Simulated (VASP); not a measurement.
The system is PbSe.

```
Pb Se
1.0
     2.15987    1.24700    3.65283
    -2.15987    1.24700    3.65283
     0.00000   -2.49400    3.65283
Pb Se
1 1
Direct
  0.98132 0.98132 0.98132
  0.51868 0.51868 0.51868
```

| Item | Value |
| --- | --- |
| Program | VASP 6.6.1 |
| Task | relaxation of cell and atoms |
| Functional | PBE |
| Potentials or basis | VASP PAW PBE potentials, release 64 (Pb_d, Se) |
| Cutoff | 600 eV |
| k mesh | 6 × 6 × 6 |
| Occupations | gaussian, width 0.1 eV |
| Spin | no spin polarisation |

At the start: pressure 3.1 GPa; volume 29.52 Å³/atom.

Task: Where does the relaxation end?

Result: Over 11 steps the energy falls by 37.9 meV/atom and the volume is 30.15 Å³/atom (+2.1 %); space group R3m (No. 160, to 0.1 Å) before and after.

Step by step:
```tsv
step	energy change (eV)	largest force (eV/Å)	pressure (GPa)	volume (Å³)
1	0.0000	0.5704	3.13	59.03
2	-0.0432	0.1273	-1.25	64.09
3	-0.0472	0.2164	-0.35	62.87
4	-0.0525	0.1879	-0.31	62.50
5	-0.0635	0.1179	0.00	61.37
6	-0.0659	0.0342	1.00	59.17
7	-0.0680	0.0615	0.52	60.05
8	-0.0719	0.0200	-0.09	60.63
9	-0.0724	0.0021	-0.47	61.02
10	-0.0753	0.0076	-0.24	60.54
11	-0.0757	0.0096	-0.10	60.29
```

Final structure:
```yaml
crystal:
  lattice:
    - [2.20092, 1.27070, 3.59294]
    - [-2.20092, 1.27070, 3.59294]
    - [0.00000, -2.54140, 3.59294]
  atoms:
    - { symbol: Pb, position: [0.99587, 0.99587, 0.99587] }
    - { symbol: Se, position: [0.50413, 0.50413, 0.50413] }
```
